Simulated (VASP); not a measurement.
# TlO2 (P4_2/mnm) in VASP: notebook

The runs below take TlO2 through relaxation of cell and atoms, single point, with r2SCAN.

All numbers are computed with VASP 6.6.1; they aren't measurements. Logs are shortened: lines on timing, memory, paths and dates and some standing lists are left out, and cuts for length are marked.

## (1) The cell of the first run

The structure is tetragonal, space group P4_2/mnm (No. 136). Conventional cell: a = 5.028 Å, b = 5.028 Å, c = 3.422 Å, α = 90.00°, β = 90.00°, γ = 90.00°. Within 2.9 Å of Tl (site symmetry mmm) lie 6 O at 2.17 to 2.22 Å. O (site symmetry m2m) has 3 Tl at 2.17 to 2.22 Å and 1 O at 2.67 Å within 2.9 Å.

## (2) Relaxation of cell and atoms, r2SCAN

POSCAR

```
TlO2
1.0
    5.0280732313      0.0000000000      0.0000000000
    0.0000000000      5.0280732313      0.0000000000
    0.0000000000      0.0000000000      3.4221235589
Tl O
2 4
Direct
    0.0000000000      0.0000000000      0.0000000000
    0.5000000000      0.5000000000      0.5000000000
    0.3120759555      0.3120759555      0.0000000000
    0.1879240445      0.8120759555      0.5000000000
    0.6879240445      0.6879240445      0.0000000000
    0.8120759555      0.1879240445      0.5000000000
```

INCAR.step1

```
ALGO = Normal
EDIFF = 1E-5
EDIFFG = -0.005
ENCUT = 660
GGA = PE
GGA_COMPAT = False
IBRION = 2
ISIF = 3
ISMEAR = 0
KPAR = 4
LASPH = True
LCHARG = False
LREAL = False
LWAVE = True
NELM = 120
NELMIN = 4
NSW = 100
PREC = Accurate
SIGMA = 0.1
```

INCAR.step2

```
ALGO = Normal
EDIFF = 1E-7
EDIFFG = -0.01
ENCUT = 660
GGA_COMPAT = False
IBRION = 2
ISIF = 3
ISMEAR = 0
ISTART = 1
KPAR = 4
LASPH = True
LCHARG = False
LMIXTAU = True
LREAL = False
LWAVE = False
METAGGA = R2SCAN
NELM = 120
NELMIN = 4
NSW = 100
PREC = Accurate
SIGMA = 0.1
```

KPOINTS

```
k-points
0
Gamma
  8 8 12
```

Potentials or basis: VASP PAW PBE potentials, release 64 (Tl_d, O).

Command:

```
> cat potpaw_PBE.64/Tl_d/POTCAR potpaw_PBE.64/O/POTCAR > POTCAR
> cp INCAR.step1 INCAR
> mpirun -np 4 vasp_std > vasp.out
> cp INCAR.step2 INCAR
> mpirun -np 4 vasp_std > vasp.out
```

OUTCAR:

```text
EDIFF = 1E-7
   EDIFFG = -0.01
   ENCUT = 660
   IBRION = 2
   ISIF = 3
   ISMEAR = 0
   ISTART = 1
   LASPH = True
   LREAL = False
   METAGGA = R2SCAN
   NELM = 120
   NELMIN = 4
   NSW = 100
   PREC = Accurate

 ion  position               nearest neighbor table
   1  0.000  0.000  0.000-   4 2.17   6 2.17   4 2.17   6 2.17   5 2.22   3 2.22   2 3.95   2 3.95
                             2 3.95   2 3.95   2 3.95   2 3.95   2 3.95   2 3.95
   2  0.500  0.500  0.500-   3 2.17   5 2.17   3 2.17   5 2.17   4 2.22   6 2.22   1 3.95   1 3.95
                             1 3.95   1 3.95   1 3.95   1 3.95   1 3.95   1 3.95
   3  0.312  0.312  0.000-   2 2.17   2 2.17   1 2.22
   4  0.188  0.812  0.500-   1 2.17   1 2.17   2 2.22
   5  0.688  0.688  0.000-   2 2.17   2 2.17   1 2.22
   6  0.812  0.188  0.500-   1 2.17   1 2.17   2 2.22

  LATTYP: Found a simple tetragonal cell.
 ALAT       =     5.0280732313
 C/A-ratio  =     0.6806033646

  Lattice vectors:

 A1 = (   5.0280732313,   0.0000000000,   0.0000000000)
 A2 = (   0.0000000000,   5.0280732313,   0.0000000000)
 A3 = (   0.0000000000,   0.0000000000,   3.4221235589)

Analysis of symmetry for initial positions (statically):
=====================================================================
 Subroutine PRICEL returns:
 Original cell was already a primitive cell.

 Routine SETGRP: Setting up the symmetry group for a
 simple tetragonal supercell.

 Subroutine GETGRP returns: Found 16 space group operations
 (whereof  8 operations were pure point group operations)
 out of a pool of 16 trial point group operations.

The static configuration has the point symmetry D_2h.
 The point group associated with its full space group is D_4h.

Analysis of symmetry for dynamics (positions and initial velocities):
=====================================================================
 Subroutine PRICEL returns:
 Original cell was already a primitive cell.

 Routine SETGRP: Setting up the symmetry group for a
 simple tetragonal supercell.

 Subroutine GETGRP returns: Found 16 space group operations
 (whereof  8 operations were pure point group operations)
 out of a pool of 16 trial point group operations.

The dynamic configuration has the point symmetry D_2h.
 The point group associated with its full space group is D_4h.

 Subroutine INISYM returns: Found 16 space group operations
 (whereof  8 operations are pure point group operations),
 and found     1 'primitive' translations

[... 118 lines left out ...]
   EFERMI_NEDOS =   21; number of points for ismear=-14 and -15
   IALGO  =     38    algorithm
   IMIX   =      4    mixing-type and parameters
     AMIX     =   0.40;   BMIX     =  1.00
     AMIX_MAG =   1.60;   BMIX_MAG =  1.00
  volume/ion in A,a.u.               =      14.42        97.31
  Fermi-wavevector in a.u.,A,eV,Ry     =   1.363636  2.576899 25.300086  1.859504
  Thomas-Fermi vector in A             =   2.490022
   LORBIT       =      0    0 simple, 1 ext, 2 COOP (PROOUT), +10 PAW based schemes
   METAGGA = R2SCAN    functional components
   LHFCALC =     F    Hartree Fock is set to
   AEXX    =    0.0000 exact exchange contribution
   IVDW    =     0    specifies the selected vdW correction
   LEPSILON=     F    determine dielectric tensor
   LRPA    =     F    only Hartree local field effects (RPA)
 conjugate gradient relaxation of ions
 non-spin polarized calculation
 Gauss-broadening in eV      SIGMA  =   0.10
  energy-cutoff  :      660.00
  volume of cell :       86.52
 maximum number of plane-waves:      3355
   NGX = 21   NGY = 21   NGZ = 15

--------------------------------------- Ionic step        1  -------------------------------------------

 number of electron      50.0000005 magnetization

 Free energy of the ion-electron system (eV)
  ---------------------------------------------------
  ext. energy  EPLUGINS =         0.00000000
  ---------------------------------------------------
  free energy    TOTEN  =      -131.30909112 eV

  energy without entropy =     -131.27043970  energy(sigma->0) =     -131.28976541

------------------------ aborting loop because EDIFF is reached ----------------------------------------

  FORCE on cell =-STRESS in cart. coord.  units (eV):
  Direction    XX          YY          ZZ          XY          YZ          ZX
  --------------------------------------------------------------------------------------
  -------------------------------------------------------------------------------------
  Total        0.0330413      0.0330413      0.6026343     -0.0000000      0.0000000      0.0000000
  in kB        0.6118829      0.6118829     11.1600356     -0.0000000      0.0000000      0.0000000
  external PRESSURE =       4.1279338 kB  Pullay stress =       0.0000000 kB
[... 101 lines left out ...]
  FREE ENERGIE OF THE ION-ELECTRON SYSTEM (eV)
  ---------------------------------------------------
  free  energy   TOTEN  =      -131.3107515646 eV

  energy  without entropy=     -131.2703166168  energy(sigma->0) =     -131.29053409

[... ionic steps 4 to 8 ...]

--------------------------------------- Ionic step        9  -------------------------------------------

 number of electron      50.0000012 magnetization

------------------------ aborting loop because EDIFF is reached ----------------------------------------
[... 75 lines left out ...]
--------------------------------------- Ionic step       11  -------------------------------------------

 number of electron      50.0000012 magnetization

 Free energy of the ion-electron system (eV)
  ---------------------------------------------------
  ext. energy  EPLUGINS =         0.00000000
  ---------------------------------------------------
  free energy    TOTEN  =      -131.32264319 eV

  energy without entropy =     -131.28444721  energy(sigma->0) =     -131.30354520

 E-fermi :   2.7693     XC(G=0): -11.1982

 val. band max:        2.7688291846   @ k =   0.3750   0.0000   0.3333
 cond. band min:       2.7701108399   @ k =   0.3750   0.0000   0.0000
 fundamental gap:      0.0012816553
 Fermi energy:         2.7693077961

 k-point     1 :       0.0000    0.0000    0.0000
  band No.  band energies     occupation
      1     -15.9546      2.00000
      2     -15.2249      2.00000
      3     -14.5577      2.00000
      4     -14.5577      2.00000
      5      -8.1525      2.00000
      6      -7.6370      2.00000
[... 781 lines left out ...]
     29      11.2880      0.00000
     30      11.2880      0.00000

 [... further k-points ...]
[... 5 lines left out ...]
  --------------------------------------------------------------------------------------
  -------------------------------------------------------------------------------------
  Total        0.0144523      0.0144523     -0.0256113      0.0000000      0.0000000      0.0000000
  in kB        0.2710937      0.2710937     -0.4804123      0.0000000      0.0000000      0.0000000
  external PRESSURE =       0.0205917 kB  Pullay stress =       0.0000000 kB
[... 21 lines left out ...]
  FREE ENERGIE OF THE ION-ELECTRON SYSTEM (eV)
  ---------------------------------------------------
  free  energy   TOTEN  =      -131.3226431889 eV

  energy  without entropy=     -131.2844472126  energy(sigma->0) =     -131.30354520

 reached required accuracy - stopping structural energy minimisation
```

OUTCAR.step1:

```text
EDIFF = 1E-5
   EDIFFG = -0.005
   ENCUT = 660
   GGA = PE
   IBRION = 2
   ISIF = 3
   ISMEAR = 0
   LASPH = True
   LREAL = False
[... 1228 lines left out ...]
  -------------------------------------------------------------------------------------
  Total       -0.0067455     -0.0067455     -0.0130650      0.0000000      0.0000000      0.0000000
  in kB       -0.1181946     -0.1181946     -0.2289248      0.0000000      0.0000000      0.0000000
  external PRESSURE =      -0.1551047 kB  Pullay stress =       0.0000000 kB
[... 21 lines left out ...]
  FREE ENERGIE OF THE ION-ELECTRON SYSTEM (eV)
  ---------------------------------------------------
  free  energy   TOTEN  =       -24.8839777688 eV

  energy  without entropy=      -24.8296204528  energy(sigma->0) =      -24.85679911

 reached required accuracy - stopping structural energy minimisation
```

Wall time 40 min (4 MPI ranks of AMD EPYC 7R13 (Zen 3), shared host); peak memory 0.45 GiB.

What came out:

| Quantity | Value |
| --- | --- |
| Free energy | -131.3226 eV |
| Relaxed volume | 14.24 Å³/atom |
| Relaxed cell | a = 4.931 Å, b = 4.931 Å, c = 3.513 Å, α = 90.00°, β = 90.00°, γ = 90.00° |
| Space group after relaxing (to 0.1 Å) | P4_2/mnm (No. 136) |
| Energy gained by relaxing | 2.3 meV/atom |
| Ionic steps | 11 |
| Pressure after relaxing | 0.0 GPa |
| Largest force after relaxing | 0.006 eV/Å |
| Band gap on the k mesh | zero (bands 25 and 26 overlap by 1.20 eV) |

Forces in eV/Å, atoms in the order of the input:
```
Tl   0.000  0.000  0.000
Tl   0.000  0.000  0.000
O   -0.004 -0.004  0.000
O    0.004 -0.004  0.000
O    0.004  0.004  0.000
O   -0.004  0.004  0.000
```

The path:
```tsv
step	energy change (eV)	largest force (eV/Å)	pressure (GPa)	volume (Å³)
1	0.0000	0.0542	0.41	86.52
2	-0.0017	0.0327	-0.50	86.98
3	-0.0017	0.0339	-0.46	86.96
4	-0.0038	0.0373	-0.44	86.76
5	-0.0095	0.0428	-0.29	86.16
6	-0.0118	0.0276	0.45	84.92
7	-0.0133	0.0259	0.00	85.54
8	-0.0135	0.0148	0.10	85.38
9	-0.0135	0.0125	0.13	85.35
10	-0.0133	0.0092	-0.26	85.56
11	-0.0136	0.0056	0.00	85.41
```

Final structure:
```
CELL_PARAMETERS angstrom
4.93076 0.00000 0.00000
0.00000 4.93076 0.00000
0.00000 0.00000 3.51318
ATOMIC_POSITIONS crystal
Tl 0.00000 0.00000 0.00000
Tl 0.50000 0.50000 0.50000
O 0.30820 0.30820 0.00000
O 0.19180 0.80820 0.50000
O 0.69180 0.69180 0.00000
O 0.80820 0.19180 0.50000
```

Caveat: the PAW data sets were made with another functional, which shifts forces and pressure a little; spin-orbit coupling is left out, which moves the levels of the heavy elements.

## (3) Single point, r2SCAN

This run uses another cell than the first one, of 14.20 Å³/atom.

POSCAR

```
TlO2
1.0
    4.9310577936      0.0000000000      0.0000000000
    0.0000000000      4.9310577936      0.0000000000
    0.0000000000      0.0000000000      3.5031977573
Tl O
2 4
Direct
    0.0000000000      0.0000000000      0.0000000000
    0.5000000000      0.5000000000      0.5000000000
    0.3080696557      0.3080696557      0.0000000000
    0.1919303443      0.8080696557      0.5000000000
    0.6919303443      0.6919303443      0.0000000000
    0.8080696557      0.1919303443      0.5000000000
```

INCAR.step1

```
ALGO = Normal
EDIFF = 1E-5
ENCUT = 660
GGA = PE
GGA_COMPAT = F
ISMEAR = 0
LASPH = T
LCHARG = F
LREAL = F
LWAVE = T
NBANDS = 34
NELM = 120
PREC = Accurate
SIGMA = 0.1
```

INCAR.step2

```
ALGO = Normal
EDIFF = 1E-6
ENCUT = 660
GGA_COMPAT = F
ISIF = 2
ISMEAR = 0
ISTART = 1
LASPH = T
LCHARG = T
LELF = T
LMIXTAU = T
LREAL = F
LVHAR = T
LWAVE = F
METAGGA = R2SCAN
NBANDS = 34
NELM = 120
PREC = Accurate
SIGMA = 0.1
```

KPOINTS is that of step 2.

Potentials or basis: VASP PAW PBE potentials, release 64 (Tl_d, O).

Command:

```
> cat potpaw_PBE.64/Tl_d/POTCAR potpaw_PBE.64/O/POTCAR > POTCAR
> cp INCAR.step1 INCAR
> mpirun -np 1 vasp_std > vasp.out
> cp INCAR.step2 INCAR
> mpirun -np 1 vasp_std > vasp.out
```

Run time: 19 min. Hardware: 1 thread of Oxide Virtual Turin-like, shared host; peak memory 0.43 GiB.

It converged, with:

| Item | Value |
| --- | --- |
| Free energy | -131.3198 eV |
| Pressure | 0.4 GPa |
| Band gap on the k mesh | zero (bands 25 and 26 overlap by 1.21 eV) |

Stress tensor (GPa, compression positive):
```
0.32 0.00 0.00
0.00 0.32 0.00
0.00 0.00 0.57
```

Levels at points of the mesh, in eV from the Fermi level:
```csv
k point,band 23,band 24,band 25,band 26,band 27,band 28
"(0.00, 0.00, 0.00)",-0.01,0.09,0.09,0.22,0.98,6.37
"(0.50, 0.00, 0.00)",-0.15,-0.15,-0.03,-0.03,4.35,4.35
"(0.50, 0.50, 0.00)",-0.34,-0.34,0.04,0.04,4.85,4.85
"(0.00, 0.00, 0.50)",-1.00,-1.00,-0.65,-0.65,5.76,5.76
"(0.50, 0.00, 0.50)",-0.74,-0.74,0.56,0.56,6.13,6.13
"(0.50, 0.50, 0.50)",-0.60,-0.60,-0.46,-0.46,5.09,5.09
```

Caveat: the PAW data sets were made with another functional, which shifts forces and pressure a little; spin-orbit coupling is left out, which moves the levels of the heavy elements.
